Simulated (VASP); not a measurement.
# BeAl15N16 (a cell with a defect) in VASP: a series of runs

Runs on BeAl15N16 (a cell with a defect). Level: PBE. Tasks: single point.

Everything below comes from runs of VASP 6.6.1. Logs are shortened: lines on timing, memory, paths and dates and some standing lists are left out, and cuts for length are marked.

**1. The cell of the first run**

The cell holds a defect, 32 atoms: a = 6.260 Å, b = 6.260 Å, c = 10.035 Å, α = 90.00°, β = 90.00°, γ = 120.00°.

**2. Single point, PBE, collinear spin**

INCAR reads:

```
PREC = Accurate ; ENCUT = 520
EDIFF = 1E-6 ; ISMEAR = 0
SIGMA = 0.01 ; LREAL = Auto
LASPH = T ; NELM = 150
ALGO = Normal ; ISIF = 2
LWAVE = F ; LCHARG = T
ISPIN = 2 ; MAGMOM = 0 0 0 0 0 0 0 0 0 0 0 0 0 0 0 0 0.05 0 0.05 0.45 0.06 0.02 0.04 0 0.04 0.02 0.06 0 0 0.01 0 0
LORBIT = 11 ; NUPDOWN = 1.0
GGA = PE ; LELF = T
LVHAR = T ; NBANDS = 90
```

KPOINTS reads:

```
Automatic mesh
0
Gamma
  1 1 1
  0.25 0.25 0.25
```

POSCAR reads:

```
BeAl15N16
1.0
    6.2595139128      0.0000000578      0.0000000000
   -3.1297570064      5.4208980350      0.0000000000
    0.0000000000      0.0000000000     10.0348065929
Al Be N
15 1 16
Direct
    0.3329048674      0.1676224452      0.2530851946
    0.3362478553      0.1644884242      0.7478994830
    0.1670140539      0.3346915430      0.9998183588
    0.3333085499      0.6649111704      0.2530493511
    0.1653622906      0.8331140708      0.4994169064
    0.3366377059      0.6724790489      0.7483985704
    0.1665634129      0.8337009027      1.0009124180
    0.8355953473      0.1675850210      0.2535308714
    0.6680471535      0.3355273362      0.4992923484
    0.8285760823      0.1647397158      0.7476136820
    0.6667683190      0.3348393279      1.0009371113
    0.8339652021      0.6673488689      0.2514832207
    0.6667690105      0.8343137174      0.4995893048
    0.8336768857      0.6674075563      0.7503984221
    0.6672502663      0.8343585839      1.0009552209
    0.1671831838      0.3321564743      0.4713673118
    0.3272198419      0.1745285096      0.4437489091
    0.1685112457      0.3323048326      0.1895389362
    0.3320725747      0.1684804909      0.9397841919
    0.1684229216      0.3330762756      0.7031793245
    0.3250117040      0.6566924434      0.4436332907
    0.1695382123      0.8331032718      0.1912766828
    0.3329900889      0.6695893561      0.9398586080
    0.1674880969      0.8323825116      0.6900127378
    0.8439419345      0.1750944731      0.4435051744
    0.6681758933      0.3317128260      0.1914471242
    0.8323641370      0.1693316764      0.9396293704
    0.6683812422      0.3336914942      0.6900144781
    0.8320616987      0.6691062529      0.4401427515
    0.6682686098      0.8328881887      0.1908692942
    0.8325086757      0.6687561011      0.9408452555
    0.6685734277      0.8324862219      0.6906760059
```

Potentials or basis: VASP PAW PBE potentials, release 64 (Al, Be, N).

On the command line:

```sh
$ cat potpaw_PBE.64/Al/POTCAR potpaw_PBE.64/Be/POTCAR potpaw_PBE.64/N/POTCAR > POTCAR
$ mpirun -np 1 vasp_std > vasp.out
```

OUTCAR:

```text
PREC = Accurate
   ENCUT = 520
   EDIFF = 1E-6
   ISMEAR = 0
   LREAL = Auto
   LASPH = T
   NELM = 150
   ISIF = 2
   ISPIN = 2
   LORBIT = 11
   NUPDOWN = 1.0
   GGA = PE

 ion  position               nearest neighbor table
   1  0.333  0.168  0.253-  18 1.89  17 1.91  22 1.92  26 1.92  16 2.83   5 3.07   9 3.07  11 3.11
                             7 3.11   4 3.11   8 3.11   3 3.12  12 3.13  12 3.13   8 3.15   4 3.15
   2  0.336  0.164  0.748-  20 1.88  24 1.89  28 1.89  19 1.93   5 3.07   9 3.08  10 3.08   6 3.08
                            11 3.11   7 3.11   3 3.13  14 3.13  14 3.13   6 3.18  10 3.18
   3  0.167  0.335  1.000-  19 1.89  18 1.90  27 1.91  23 1.91   4 3.11   8 3.12   1 3.12   6 3.12
                             7 3.12  10 3.13   2 3.13  11 3.13  15 3.13  15 3.13  11 3.13   7 3.13
   4  0.333  0.665  0.253-  22 1.90  18 1.91  21 1.91  30 1.92  16 2.84  13 3.06   5 3.07   3 3.11
                            15 3.11   1 3.11   8 3.11   7 3.12  12 3.13  12 3.13   8 3.15   1 3.15
   5  0.165  0.833  0.499-  29 1.90  21 1.91  24 1.91  17 1.93   1 3.07  12 3.07   4 3.07   2 3.07
                             6 3.08  14 3.09   9 3.11  13 3.12  13 3.13   9 3.15
   6  0.337  0.672  0.748-  24 1.88  32 1.89  20 1.90  23 1.92  13 3.07   5 3.08  10 3.08   2 3.08
                            15 3.10   7 3.11   3 3.12  14 3.13  14 3.13   2 3.18  10 3.18
   7  0.167  0.834  0.001-  23 1.89  31 1.91  22 1.91  19 1.92  12 3.09  14 3.09   6 3.11   2 3.11
                             1 3.11   4 3.12   3 3.12  11 3.13  15 3.13  15 3.13  11 3.13   3 3.13
   8  0.836  0.168  0.254-  26 1.90  25 1.91  18 1.92  30 1.92  16 2.83  13 3.06   9 3.06  15 3.11
                             1 3.11   4 3.11   3 3.12  11 3.12  12 3.13  12 3.13   4 3.15   1 3.15
   9  0.668  0.336  0.499-  29 1.90  25 1.91  28 1.91  17 1.93   8 3.06   1 3.07  12 3.07  10 3.07
                             2 3.08  14 3.10   5 3.11  13 3.13  13 3.13   5 3.15
  10  0.829  0.165  0.748-  28 1.88  32 1.89  20 1.90  27 1.93  13 3.07   9 3.07   6 3.08   2 3.08
                            15 3.11  11 3.11   3 3.13  14 3.13  14 3.13   2 3.18   6 3.18
  11  0.667  0.335  0.001-  27 1.90  31 1.91  26 1.91  19 1.92  12 3.09  14 3.09   2 3.11   1 3.11
                            10 3.11   8 3.12  15 3.13   7 3.13   3 3.13   3 3.13   7 3.13  15 3.13
  12  0.834  0.667  0.251-  29 1.89  30 1.90  26 1.92  22 1.92   5 3.07   9 3.07  13 3.08  11 3.09
                             7 3.09  15 3.10   8 3.13   4 3.13   1 3.13   1 3.13   4 3.13   8 3.13
  13  0.667  0.834  0.500-  29 1.89  32 1.92  25 1.93  21 1.94   8 3.06   4 3.06  10 3.07   6 3.07
                            12 3.08  14 3.10   5 3.12   9 3.13   9 3.13   5 3.13
  14  0.834  0.667  0.750-  32 1.89  28 1.91  24 1.91  31 1.91  11 3.09   7 3.09   5 3.09   9 3.10
                            15 3.10  13 3.10   6 3.13   2 3.13  10 3.13  10 3.13   2 3.13   6 3.13
  15  0.667  0.834  0.001-  31 1.89  30 1.91  23 1.91  27 1.92  14 3.10  12 3.10   6 3.10  10 3.11
                             4 3.11   8 3.11  11 3.13   7 3.13   3 3.13   3 3.13   7 3.13  11 3.13
  16  0.167  0.332  0.471-  17 1.74  25 1.77  21 1.78   1 2.83   8 2.83   4 2.84
  17  0.327  0.175  0.444-  16 1.74   1 1.91   9 1.93   5 1.93
  18  0.169  0.332  0.190-   1 1.89   3 1.90   4 1.91   8 1.92
  19  0.332  0.168  0.940-   3 1.89  11 1.92   7 1.92   2 1.93
  20  0.168  0.333  0.703-   2 1.88   6 1.90  10 1.90
  21  0.325  0.657  0.444-  16 1.78   5 1.91   4 1.91  13 1.94
  22  0.170  0.833  0.191-   4 1.90   7 1.91   1 1.92  12 1.92
  23  0.333  0.670  0.940-   7 1.89   3 1.91  15 1.91   6 1.92
  24  0.167  0.832  0.690-   6 1.88   2 1.89  14 1.91   5 1.91
  25  0.844  0.175  0.444-  16 1.77   8 1.91   9 1.91  13 1.93
  26  0.668  0.332  0.191-   8 1.90  11 1.91  12 1.92   1 1.92
  27  0.832  0.169  0.940-  11 1.90   3 1.91  15 1.92  10 1.93
  28  0.668  0.334  0.690-  10 1.88   2 1.89  14 1.91   9 1.91
  29  0.832  0.669  0.440-  13 1.89  12 1.89   5 1.90   9 1.90
  30  0.668  0.833  0.191-  12 1.90  15 1.91   4 1.92   8 1.92
  31  0.833  0.669  0.941-  15 1.89  11 1.91   7 1.91  14 1.91
  32  0.669  0.832  0.691-  14 1.89  10 1.89   6 1.89  13 1.92

  LATTYP: Found a hexagonal cell.
 ALAT       =     6.2595139128
 C/A-ratio  =     1.6031287306

  Lattice vectors:

 A1 = (   6.2595139128,   0.0000000578,   0.0000000000)
 A2 = (  -3.1297570064,   5.4208980350,   0.0000000000)
 A3 = (   0.0000000000,   0.0000000000,  10.0348065929)

Analysis of symmetry for initial positions (statically):
=====================================================================
 Subroutine PRICEL returns:
 Original cell was already a primitive cell.

 Routine SETGRP: Setting up the symmetry group for a
 hexagonal supercell.

 Subroutine GETGRP returns: Found  1 space group operations
 (whereof  1 operations were pure point group operations)
 out of a pool of 24 trial point group operations.

The static configuration has the point symmetry C_1 .

Analysis of symmetry for dynamics (positions and initial velocities):
=====================================================================
 Subroutine PRICEL returns:
[... 165 lines left out ...]
   LREAL  =      T    real-space projection
   EDIFFG = 0.1E-04   stopping-criterion for IOM
   NSW    =      0    number of steps for IOM
   IBRION =     -1    ionic relax: 0-MD 1-quasi-New 2-CG
   NFREE  =      0    steps in history (QN), initial steepest desc. (CG)
   ISIF   =      2    stress and relaxation
   ISYM   =      2    0-nonsym 1-usesym 2-fastsym
   POTIM  = 0.5000    time-step for ionic-motion
   TEBEG  =    0.0;   TEEND  =   0.0 temperature during run
   PSTRESS=    0.0 pullay stress
   NELECT =     127.0000    total number of electrons
   NUPDOWN=       1.0000    fix difference up-down
   EMIN   =  10.00;   EMAX   =-10.00  energy-range for DOS
   EFERMI =   0.00;   METHOD = LEGACY
   ISMEAR =     0;   SIGMA  =   0.01  broadening in eV -4-tet -1-fermi 0-gaus
   EFERMI_NEDOS =   21; number of points for ismear=-14 and -15
   IALGO  =     38    algorithm
   IMIX   =      4    mixing-type and parameters
     AMIX     =   0.40;   BMIX     =  1.00
     AMIX_MAG =   1.60;   BMIX_MAG =  1.00
  volume/ion in A,a.u.               =      10.64        71.81
  Fermi-wavevector in a.u.,A,eV,Ry     =   1.178426  2.226903 18.894257  1.388689
  Thomas-Fermi vector in A             =   2.314755
   LORBIT       =     11    0 simple, 1 ext, 2 COOP (PROOUT), +10 PAW based schemes
   GGA     = PE    functional components
   LHFCALC =     F    Hartree Fock is set to
   AEXX    =    0.0000 exact exchange contribution
   IVDW    =     0    specifies the selected vdW correction
   LEPSILON=     F    determine dielectric tensor
   LRPA    =     F    only Hartree local field effects (RPA)
 spin polarized calculation
 Gauss-broadening in eV      SIGMA  =   0.01
  energy-cutoff  :      520.00
  volume of cell :      340.50
 maximum number of plane-waves:      9148
 NGX is ok and might be reduce to    48
   NGX = 23   NGY = 23   NGZ = 37

 number of electron     126.9999992 magnetization       0.9999905

 Free energy of the ion-electron system (eV)
  ---------------------------------------------------
  ext. energy  EPLUGINS =         0.00000000
  ---------------------------------------------------
  free energy    TOTEN  =      -237.95653250 eV

  energy without entropy =     -237.95653250  energy(sigma->0) =     -237.95653250

 E-fermi :   5.3700     XC(G=0): -10.7684

 val. band max:        5.3233350362   @ k =   0.2500   0.2500   0.2500
 cond. band min:       5.9408323462   @ k =   0.2500   0.5000   0.2500
 fundamental gap:      0.6174973100
 Fermi energy:         5.3808618172

 spin component 1

 k-point     1 :       0.2500    0.2500    0.2500
  band No.  band energies     occupation
      1      -8.8550      1.00000
      2      -8.4122      1.00000
      3      -8.2524      1.00000
      4      -8.2062      1.00000
      5      -7.8819      1.00000
      6      -7.8302      1.00000
[... 457 lines left out ...]
     74      12.5162      0.00000
     75      12.7009      0.00000
 Fermi energy:         5.3699856618

 spin component 2

 k-point     1 :       0.2500    0.2500    0.2500
  band No.  band energies     occupation
      1      -8.7857      1.00000
      2      -8.3427      1.00000
      3      -8.1797      1.00000
      4      -8.1372      1.00000
      5      -7.8207      1.00000
      6      -7.7463      1.00000
[... 457 lines left out ...]
     74      12.5535      0.00000
     75      12.7236      0.00000
 [bands above 75 left out]

------------------------ aborting loop because EDIFF is reached ----------------------------------------

  FORCE on cell =-STRESS in cart. coord.  units (eV):
  Direction    XX          YY          ZZ          XY          YZ          ZX
  --------------------------------------------------------------------------------------
  -------------------------------------------------------------------------------------
  Total       -6.7784837     -8.8064053      1.2144376     -1.7887921      0.1126626      0.0494857
  in kB      -31.8949764    -41.4370085      5.7143247     -8.4168499      0.5301141      0.2328462
  external PRESSURE =     -22.5392201 kB  Pullay stress =       0.0000000 kB

 VOLUME and BASIS-vectors are now :
 -----------------------------------------------------------------------------
  energy-cutoff  :      520.00
  volume of cell :      340.50
      direct lattice vectors                 reciprocal lattice vectors
     6.259513913  0.000000058  0.000000000     0.159756813  0.092235641  0.000000000
    -3.129757006  5.420898035  0.000000000    -0.000000002  0.184471279  0.000000000
     0.000000000  0.000000000 10.034806593     0.000000000  0.000000000  0.099653141

 POSITION                                       TOTAL-FORCE (eV/Angst)
 -----------------------------------------------------------------------------------
      1.55921      0.90866      2.53966         0.130588     -0.036454      0.028329
      1.58994      0.89167      7.50503         0.159548     -0.086179     -0.020901
     -0.00208      1.81433     10.03298        -0.132022      0.040493      0.014991
      0.00534      3.60442      2.53930         0.075925     -0.062052      0.042338
     -1.57236      4.51623      5.01155        -0.115753      0.101243      0.005117
      0.00249      3.64544      7.51003         0.077916     -0.055673     -0.053051
[... 24 lines left out ...]
      3.11806      3.62526      9.44120         0.160002     -0.094042     -0.007962
      1.57947      4.51282      6.93080        -0.189216      0.113983     -0.077969
 -----------------------------------------------------------------------------------
    total drift:                                0.000193      0.007975      0.009845

  FREE ENERGIE OF THE ION-ELECTRON SYSTEM (eV)
  ---------------------------------------------------
  free  energy   TOTEN  =      -237.9565324978 eV

  energy  without entropy=     -237.9565324978  energy(sigma->0) =     -237.95653250

 total charge

# of ion       s       p       d       tot
------------------------------------------
    1        0.373   0.424   0.000   0.797
    2        0.376   0.435   0.000   0.810
    3        0.372   0.428   0.000   0.800
    4        0.373   0.424   0.000   0.797
    5        0.373   0.422   0.000   0.795
    6        0.376   0.435   0.000   0.811
[... 24 lines left out ...]
   31        1.230   2.610   0.000   3.839
   32        1.230   2.621   0.000   3.850
--------------------------------------------------
tot         25.717  48.477   0.000  74.194

 magnetization (x)

# of ion       s       p       d       tot
------------------------------------------
    1        0.000   0.003   0.000   0.003
    2       -0.002  -0.002   0.000  -0.004
    3        0.001  -0.000   0.000   0.001
    4        0.000   0.003   0.000   0.003
    5       -0.000  -0.000   0.000  -0.001
    6       -0.002  -0.002   0.000  -0.004
[... 24 lines left out ...]
   31       -0.000   0.002   0.000   0.002
   32       -0.000   0.001   0.000   0.001
--------------------------------------------------
tot          0.014   0.680   0.000   0.695
```

It took 7.3 min on 1 thread of Intel Xeon Platinum 8559C (Emerald Rapids), shared host; peak memory 0.7 GiB.

What came out:

| Item | Value |
| --- | --- |
| Free energy | -237.9565 eV |
| Pressure | -2.3 GPa |
| Largest force | 0.329 eV/Å |
| Net moment | 1.00 μB per cell |
| Site moments | Al +0.00, -0.00 (each value once); Be -0.00; N +0.05, +0.00, +0.04, +0.39, +0.01 (each value once) μB |
| Valence electrons inside the program's atomic spheres | Al 0.80, 0.81, 0.79 (each value once); Be 1.02; N 3.79, 3.84, 3.83, 3.73, 3.85, 3.80 (each value once) |

Forces on the atoms (eV/Å):
```
Al   0.131 -0.036  0.028
Al   0.160 -0.086 -0.021
Al  -0.132  0.040  0.015
Al   0.076 -0.062  0.042
Al  -0.116  0.101  0.005
Al   0.078 -0.056 -0.053
Al  -0.158  0.095  0.026
Al   0.121 -0.031 -0.063
Al  -0.161  0.083  0.021
Al   0.113 -0.039  0.051
Al  -0.079  0.056  0.021
Al   0.143 -0.091  0.006
Al  -0.126  0.010  0.005
Al   0.155 -0.083 -0.002
Al  -0.088  0.105 -0.028
Be  -0.152  0.150  0.026
N    0.123 -0.131  0.013
N   -0.190  0.100 -0.014
N    0.193 -0.087 -0.029
N   -0.170  0.082  0.003
N    0.323 -0.056 -0.025
N   -0.175  0.062 -0.032
N    0.175 -0.131 -0.005
N   -0.178  0.100  0.060
N    0.182 -0.205  0.025
N   -0.182  0.105 -0.047
N    0.167 -0.132 -0.012
N   -0.164  0.099  0.023
N    0.153 -0.093  0.003
N   -0.194  0.110  0.041
N    0.160 -0.094 -0.008
N   -0.189  0.114 -0.078
```

Caveat: the k points lie up to 0.58 Å⁻¹ apart; the total moment is fixed, so each spin has its own Fermi level and the state may be an excited one.

**3. Single point, PBE, collinear spin**

INCAR reads:

```
SYSTEM = BeAl15N16
PREC = Accurate
ENCUT = 520
EDIFF = 1E-7
ISMEAR = 0
SIGMA = 0.01
LREAL = Auto
LASPH = .True.
NELM = 150
ALGO = Normal
ISIF = 2
LWAVE = .False.
LCHARG = .False.
ISPIN = 2
MAGMOM = 0 0 0 0 0 0 0 0.01 0 0 0 0 0 0 0 0 0.07 0.03 0.07 0.49 0.1 0.04 0.11 0.05 0.2 0.07 0.07 0.04 0.04 0.09 0.06 0.09
LORBIT = 11
NUPDOWN = 2.0
GGA = PE
NELECT = 126.0
NBANDS = 90
```

KPOINTS is that of step 2.

POSCAR reads:

```
BeAl15N16
1.0
    6.2595139128      0.0000000578      0.0000000000
   -3.1297570064      5.4208980350      0.0000000000
    0.0000000000      0.0000000000     10.0348065929
Al Be N
15 1 16
Direct
    0.3336877681      0.1653496017      0.2517696971
    0.3368287503      0.1637494254      0.7476025275
    0.1679188825      0.3330745094      0.9986570807
    0.3316703422      0.6629375882      0.2518267904
    0.1644590368      0.8332145382      0.4981041597
    0.3360066605      0.6717979501      0.7462381309
    0.1672848046      0.8338798657      1.0001447838
    0.8377978869      0.1666007435      0.2496502117
    0.6656282350      0.3349761569      0.4989711437
    0.8294746687      0.1649891186      0.7479548225
    0.6669305961      0.3327405359      0.9996927974
    0.8350732986      0.6649735639      0.2503496104
    0.6639814611      0.8298874242      0.4973002010
    0.8343461697      0.6656855155      0.7492033969
    0.6681194204      0.8341343230      0.9993236569
    0.1728398905      0.3340737698      0.4689995547
    0.3270491595      0.1739159029      0.4427374359
    0.1700839907      0.3311346959      0.1893318027
    0.3334805399      0.1674095476      0.9395262077
    0.1687114015      0.3324066396      0.7033324877
    0.3241572915      0.6553288992      0.4438055865
    0.1700209724      0.8314067327      0.1908206817
    0.3347907480      0.6695085130      0.9393150092
    0.1680222243      0.8321669186      0.6896150132
    0.8423464191      0.1735217030      0.4441641230
    0.6695969337      0.3302817951      0.1915823883
    0.8330110127      0.1682957834      0.9398264130
    0.6691597371      0.3328748222      0.6895475690
    0.8314811422      0.6679280487      0.4397106098
    0.6682246637      0.8307015030      0.1921833047
    0.8331324894      0.6683782600      0.9408406420
    0.6700552426      0.8326644688      0.6905191218
```

Potentials or basis: VASP PAW PBE potentials, release 64 (Al, Be, N).

On the command line:

```sh
$ cat potpaw_PBE.64/Al/POTCAR potpaw_PBE.64/Be/POTCAR potpaw_PBE.64/N/POTCAR > POTCAR
$ mpirun -np 1 vasp_std > vasp.out
```

Run time: 8.8 min. Hardware: 1 thread of Intel Xeon Platinum 8559C (Emerald Rapids), shared host; peak memory 0.7 GiB.

It converged, with:

```yaml
Free_energy: -243.1962 eV
Largest_force: 0.401 eV/Å
Net_moment: 2.00 μB per cell
Site_moments: Al +0.00, -0.00, +0.01 (each value once); Be +0.00; N +0.09, +0.03, +0.07, +0.42, +0.10, +0.04, +0.14, +0.06, +0.05 (each value once) μB
Valence_electrons_inside_the_program's_atomic_spheres: Al 0.79, 0.80 (each value once); Be 1.02; N 3.79, 3.83, 3.82, 3.72, 3.78, 3.81, 3.84, 3.75 (each value once)
```

Forces on the atoms (eV/Å):
```
Al   0.110  0.018 -0.091
Al   0.129 -0.075 -0.028
Al  -0.115  0.194  0.020
Al   0.226 -0.053 -0.074
Al  -0.133  0.039  0.021
Al   0.226 -0.037  0.119
Al  -0.015 -0.018 -0.078
Al   0.092 -0.080  0.199
Al   0.060  0.078 -0.150
Al   0.162 -0.132 -0.075
Al  -0.087  0.159  0.034
Al   0.059 -0.029  0.011
Al  -0.013  0.282  0.091
Al   0.094  0.031  0.014
Al  -0.147  0.024  0.075
Be  -0.400 -0.005 -0.026
N    0.157 -0.144  0.133
N   -0.180  0.082 -0.029
N    0.175 -0.099 -0.028
N   -0.128  0.071 -0.003
N    0.254 -0.031 -0.027
N   -0.209  0.089  0.088
N    0.047 -0.137 -0.017
N   -0.214  0.104 -0.005
N    0.214 -0.183 -0.079
N   -0.232  0.059 -0.024
N    0.143 -0.127 -0.007
N   -0.212  0.078  0.120
N    0.178 -0.146  0.014
N   -0.197  0.111 -0.073
N    0.192 -0.168 -0.026
N   -0.236  0.046 -0.098
```

Caveat: the k points lie up to 0.58 Å⁻¹ apart; the cell carries a net charge on a neutralising background, which shifts energy and pressure; the cell is charged against a uniform background, so pressure and absolute levels hang on convention; the total moment is fixed, so each spin has its own Fermi level and the state may be an excited one.
